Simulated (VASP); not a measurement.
# Se (P6/mmm) in VASP: a series of runs

Runs on Se. Level: revPBE. Tasks: single point.

Program: VASP 6.6.1. These are calculated values, not measurements. Logs are shortened: lines on timing, memory, paths and dates and some standing lists are left out, and cuts for length are marked.

## 1. The cell of the first run

Symmetry: P6/mmm, No. 191, hexagonal system. The conventional cell has a = 4.707 Å, b = 4.707 Å, c = 3.418 Å, α = 90.00°, β = 90.00°, γ = 120.00°. Se (site symmetry 6/mmm) has 14 Se at 3.21 to 3.42 Å within 4.2 Å. Within 3.6 Å of Se (site symmetry -6m2) lie 11 Se at 2.72 to 3.42 Å.

## 2. Single point, revPBE

File INCAR:

```
SYSTEM = Se
ALGO = Normal ; EDIFF = 1E-6
ENCUT = 520 ; GGA = RE
ISIF = 2 ; ISMEAR = -1
LASPH = .TRUE. ; LCHARG = .TRUE.
LELF = .TRUE. ; LREAL = .FALSE.
LVHAR = .TRUE. ; LWAVE = .FALSE.
NBANDS = 16 ; NELM = 60
PREC = Accurate ; SIGMA = 0.1
```

File KPOINTS:

```
k-points
0
G
  9 9 10
  0 0 0
```

File POSCAR:

```
Se
1.0
    4.7065791397      0.0000000000      0.0000000000
   -2.3532895698      4.0760170999      0.0000000000
    0.0000000000      0.0000000000      3.4184604802
Se
3
Direct
    0.0000000000      0.0000000000      0.0000000000
    0.3333333333      0.6666666667      0.5000000000
    0.6666666667      0.3333333333      0.5000000000
```

Potentials or basis: VASP PAW PBE potentials, release 64 (Se).

Launch:

```console
$ cat potpaw_PBE.64/Se/POTCAR > POTCAR
$ mpirun -np 1 vasp_std > vasp.out
```

OUTCAR:

```text
SYSTEM = Se
   EDIFF = 1E-6
   ENCUT = 520
   GGA = RE
   ISIF = 2
   ISMEAR = -1
   LASPH = .TRUE.
   LREAL = .FALSE.
   NELM = 60
   PREC = Accurate

 ion  position               nearest neighbor table
   1  0.000  0.000  0.000-
   2  0.333  0.667  0.500-   3 2.72   3 2.72   3 2.72
   3  0.667  0.333  0.500-   2 2.72   2 2.72   2 2.72

  LATTYP: Found a hexagonal cell.
 ALAT       =     4.7065791397
 C/A-ratio  =     0.7263153086

  Lattice vectors:

 A1 = (   4.7065791397,   0.0000000000,   0.0000000000)
 A2 = (  -2.3532895698,   4.0760170999,   0.0000000000)
 A3 = (   0.0000000000,   0.0000000000,   3.4184604802)

Analysis of symmetry for initial positions (statically):
=====================================================================
 Subroutine PRICEL returns:
 Original cell was already a primitive cell.

 Routine SETGRP: Setting up the symmetry group for a
 hexagonal supercell.

 Subroutine GETGRP returns: Found 24 space group operations
 (whereof 24 operations were pure point group operations)
 out of a pool of 24 trial point group operations.

The static configuration has the point symmetry D_6h.

Analysis of symmetry for dynamics (positions and initial velocities):
=====================================================================
 Subroutine PRICEL returns:
 Original cell was already a primitive cell.

 Routine SETGRP: Setting up the symmetry group for a
 hexagonal supercell.

 Subroutine GETGRP returns: Found 24 space group operations
 (whereof 24 operations were pure point group operations)
 out of a pool of 24 trial point group operations.

The dynamic configuration has the point symmetry D_6h.

 Subroutine INISYM returns: Found 24 space group operations
 (whereof 24 operations are pure point group operations),
 and found     1 'primitive' translations

----------------------------------------------------------------------------------------

                                     Primitive cell

  volume of cell :      65.5801

  direct lattice vectors                    reciprocal lattice vectors
     4.706579140  0.000000000  0.000000000     0.212468540  0.122668769  0.000000000
    -2.353289570  4.076017100  0.000000000     0.000000000  0.245337538  0.000000000
     0.000000000  0.000000000  3.418460480     0.000000000  0.000000000  0.292529343

  length of vectors
     4.706579140  4.706579140  3.418460480     0.245337538  0.245337538  0.292529343

  position of ions in fractional coordinates (direct lattice)
     0.000000000  0.000000000  0.000000000
     0.333333333  0.666666667  0.500000000
     0.666666667  0.333333333  0.500000000

  ion indices of the primitive-cell ions
   primitive index   ion index
                 1           1
                 2           2
                 3           3

----------------------------------------------------------------------------------------

 KPOINTS: k-points

Automatic generation of k-mesh.
 Grid dimensions read from file:
 generate k-points for:    9    9   10

 Generating k-lattice:

  Cartesian coordinates                     Fractional coordinates (reciprocal lattice)
     0.023607616  0.013629863  0.000000000     0.111111111 -0.000000000  0.000000000
     0.000000000  0.027259726  0.000000000     0.000000000  0.111111111  0.000000000
     0.000000000  0.000000000  0.029252934     0.000000000  0.000000000  0.100000000

  Length of vectors
     0.027259726  0.027259726  0.029252934

  Shift w.r.t. Gamma in fractional coordinates (k-lattice)
     0.000000000  0.000000000  0.000000000

 Subroutine IBZKPT returns following result:
 ===========================================

 Found     72 irreducible k-points:

 Following reciprocal coordinates:
            Coordinates               Weight
  0.000000  0.000000  0.000000      1.000000
  0.111111  0.000000  0.000000      6.000000
  0.222222  0.000000  0.000000      6.000000
  0.333333  0.000000  0.000000      6.000000
  0.444444  0.000000  0.000000      6.000000
  0.111111  0.111111  0.000000      6.000000
[... 16 lines left out ...]
  0.333333  0.222222  0.100000     24.000000
  0.333333  0.333333  0.100000      4.000000
 [... further k-points ...]
   k-points           NKPTS =     72   k-points in BZ     NKDIM =     72   number of bands    NBANDS=     16
   number of dos      NEDOS =    301   number of ions     NIONS =      3
   total plane-waves  NPLWV =  36288
   dimension x,y,z NGX =    36 NGY =   36 NGZ =   28
   dimension x,y,z NGXF=    72 NGYF=   72 NGZF=   56
   ions per type =               3
   NGX,Y,Z   is equivalent  to a cutoff of  12.72, 12.72, 13.62 a.u.
   NGXF,Y,Z  is equivalent  to a cutoff of  25.43, 25.43, 27.23 a.u.
 SYSTEM =  Se
   PREC   = accura    normal or accurate (medium, high low for compatibility)
   ISTART =      0    job   : 0-new  1-cont  2-samecut
   ICHARG =      2    charge: 1-file 2-atom 10-const
   ISPIN  =      1    spin polarized calculation?
   LNONCOLLINEAR =      F non collinear calculations
   LSORBIT =      F    spin-orbit coupling
   LASPH  =      T    aspherical Exc in radial PAW
   ENCUT  =  520.0 eV  38.22 Ry    6.18 a.u.   8.75  8.75  6.36*2*pi/ulx,y,z
   NELM   =     60;   NELMIN=  2; NELMDL= -5     # of ELM steps
   EDIFF  = 0.1E-05   stopping-criterion for ELM
   LREAL  =      F    real-space projection
   EDIFFG = 0.1E-04   stopping-criterion for IOM
   NSW    =      0    number of steps for IOM
   IBRION =     -1    ionic relax: 0-MD 1-quasi-New 2-CG
   NFREE  =      0    steps in history (QN), initial steepest desc. (CG)
   ISIF   =      2    stress and relaxation
   ISYM   =      2    0-nonsym 1-usesym 2-fastsym
   POTIM  = 0.5000    time-step for ionic-motion
   TEBEG  =    0.0;   TEEND  =   0.0 temperature during run
   PSTRESS=    0.0 pullay stress
   NELECT =      18.0000    total number of electrons
   NUPDOWN=      -1.0000    fix difference up-down
   EMIN   =  10.00;   EMAX   =-10.00  energy-range for DOS
   EFERMI =   0.00;   METHOD = LEGACY
   ISMEAR =    -1;   SIGMA  =   0.10  broadening in eV -4-tet -1-fermi 0-gaus
   EFERMI_NEDOS =   21; number of points for ismear=-14 and -15
   IALGO  =     38    algorithm
   IMIX   =      4    mixing-type and parameters
     AMIX     =   0.40;   BMIX     =  1.00
     AMIX_MAG =   1.60;   BMIX_MAG =  1.00
  volume/ion in A,a.u.               =      21.86       147.52
  Fermi-wavevector in a.u.,A,eV,Ry     =   1.063918  2.010514 15.400741  1.131923
  Thomas-Fermi vector in A             =   2.199420
   LORBIT       =      0    0 simple, 1 ext, 2 COOP (PROOUT), +10 PAW based schemes
   GGA     = RE    functional components
   LHFCALC =     F    Hartree Fock is set to
   AEXX    =    0.0000 exact exchange contribution
   IVDW    =     0    specifies the selected vdW correction
   LEPSILON=     F    determine dielectric tensor
   LRPA    =     F    only Hartree local field effects (RPA)
 non-spin polarized calculation
  energy-cutoff  :      520.00
  volume of cell :       65.58
 maximum number of plane-waves:      1788
 NGX is ok and might be reduce to    36
   NGX = 17   NGY = 17   NGZ = 13

 number of electron      17.9999999 magnetization

 Free energy of the ion-electron system (eV)
  ---------------------------------------------------
  ext. energy  EPLUGINS =         0.00000000
  ---------------------------------------------------
  free energy    TOTEN  =        -7.66687784 eV

  energy without entropy =       -7.58879523  energy(sigma->0) =       -7.62783653

 E-fermi :   4.7259     XC(G=0): -10.1619

 val. band max:        4.7234753046   @ k =   0.2222   0.1111   0.5000
 cond. band min:       4.7305610069   @ k =   0.3333   0.3333   0.0000
 fundamental gap:      0.0070857023
 Fermi energy:         4.7258997069

 k-point     1 :       0.0000    0.0000    0.0000
  band No.  band energies     occupation
      1     -11.0692      2.00000
      2      -6.8636      2.00000
      3      -6.3579      2.00000
      4      -0.0773      2.00000
      5      -0.0773      2.00000
      6       1.0777      2.00000
[... 8 lines left out ...]
     15      15.7760      0.00000
     16      15.7763      0.00000

 k-point     2 :       0.1111    0.0000    0.0000
  band No.  band energies     occupation
      1     -10.9775      2.00000
      2      -6.9560      2.00000
      3      -6.5558      2.00000
      4      -0.4425      2.00000
      5      -0.1607      2.00000
      6       1.5981      2.00000
[... 8 lines left out ...]
     15      14.7292      0.00000
     16      15.3939      0.00000

 k-point     3 :       0.2222    0.0000    0.0000
  band No.  band energies     occupation
      1     -10.7052      2.00000
      2      -7.3181      2.00000
      3      -6.9446      2.00000
      4      -0.9487      2.00000
      5       0.0999      2.00000
      6       2.5535      2.00000
[... 8 lines left out ...]
     15      14.4011      0.00000
     16      14.7756      0.00000

 k-point     4 :       0.3333    0.0000    0.0000
  band No.  band energies     occupation
      1     -10.2645      2.00000
      2      -8.0402      2.00000
      3      -7.1624      2.00000
      4      -1.3182      2.00000
      5       0.8217      2.00000
      6       3.1621      2.00000
[... 8 lines left out ...]
     15      13.8689      0.00000
     16      14.3620      0.00000
[... 324 lines left out ...]
 k-point    22 :       0.2222    0.2222    0.1000
  band No.  band energies     occupation
      1      -9.9345      2.00000
      2      -7.9470      2.00000
      3      -7.7277      2.00000
      4      -0.6250      2.00000
      5       0.4181      2.00000
      6       2.7026      2.00000
[... 8 lines left out ...]
     15      13.3341      0.00000
     16      14.2840      0.00000

 k-point    23 :       0.3333    0.2222    0.1000
  band No.  band energies     occupation
      1      -9.3902      2.00000
      2      -8.5858      2.00000
      3      -7.9024      2.00000
      4      -0.5301      2.00000
      5       1.1081      2.00000
      6       2.3478      2.00000
[... 8 lines left out ...]
     15      13.1214      0.00000
     16      14.4433      0.00000

 k-point    24 :       0.3333    0.3333    0.1000
  band No.  band energies     occupation
      1      -8.8887      2.00000
      2      -8.8887      2.00000
      3      -8.2213      2.00000
      4      -0.1502      2.00000
      5       1.5168      2.00000
      6       1.5168      2.00000
[... 8 lines left out ...]
     15      13.1622      0.00000
     16      14.5851      0.00000

 [... further k-points ...]
[... 5 lines left out ...]
  --------------------------------------------------------------------------------------
  -------------------------------------------------------------------------------------
  Total       -0.0787372     -0.0787372      0.0912932     -0.0000000      0.0000000      0.0000000
  in kB       -1.9236166     -1.9236166      2.2303699     -0.0000000      0.0000000      0.0000000
  external PRESSURE =      -0.5389544 kB  Pullay stress =       0.0000000 kB

 VOLUME and BASIS-vectors are now :
 -----------------------------------------------------------------------------
  energy-cutoff  :      520.00
  volume of cell :       65.58
      direct lattice vectors                 reciprocal lattice vectors
     4.706579140  0.000000000  0.000000000     0.212468540  0.122668769  0.000000000
    -2.353289570  4.076017100  0.000000000     0.000000000  0.245337538  0.000000000
     0.000000000  0.000000000  3.418460480     0.000000000  0.000000000  0.292529343

 POSITION                                       TOTAL-FORCE (eV/Angst)
 -----------------------------------------------------------------------------------
      0.00000      0.00000      0.00000        -0.000000      0.000000      0.000000
     -0.00000      2.71734      1.70923        -0.000000      0.000000     -0.000000
      2.35329      1.35867      1.70923         0.000000     -0.000000      0.000000
 -----------------------------------------------------------------------------------
    total drift:                                0.000000      0.000000     -0.000000

  FREE ENERGIE OF THE ION-ELECTRON SYSTEM (eV)
  ---------------------------------------------------
  free  energy   TOTEN  =        -7.6668778396 eV

  energy  without entropy=       -7.5887952269  energy(sigma->0) =       -7.62783653
```

It took 22 s on 1 thread of Intel Xeon 6975P-C (Granite Rapids), shared host; peak memory 0.21 GiB.

Results:

| Quantity | Value |
| --- | --- |
| Free energy | -7.6669 eV |
| Pressure | -0.1 GPa |
| Band gap on the k mesh | zero (band 9 reaches 6.24 eV, above the bottom of band 10 at 3.22 eV) |

Levels at points of the mesh, in eV from the Fermi level:
```tsv
k point	band 5	band 6	band 7	band 8	band 9	band 10	band 11	band 12	band 13	band 14
(0.00, 0.00, 0.00)	-4.80	-3.65	-3.65	-2.36	1.51	1.66	3.05	3.05	4.57	9.57
(0.00, 0.00, 0.50)	-4.13	-4.13	-2.75	-1.52	-1.50	-1.50	-0.48	-0.48	5.02	5.02
```

Caveat: the PAW data sets were made with another functional, which shifts forces and pressure a little.

(Part 1 of 3 ends here.)
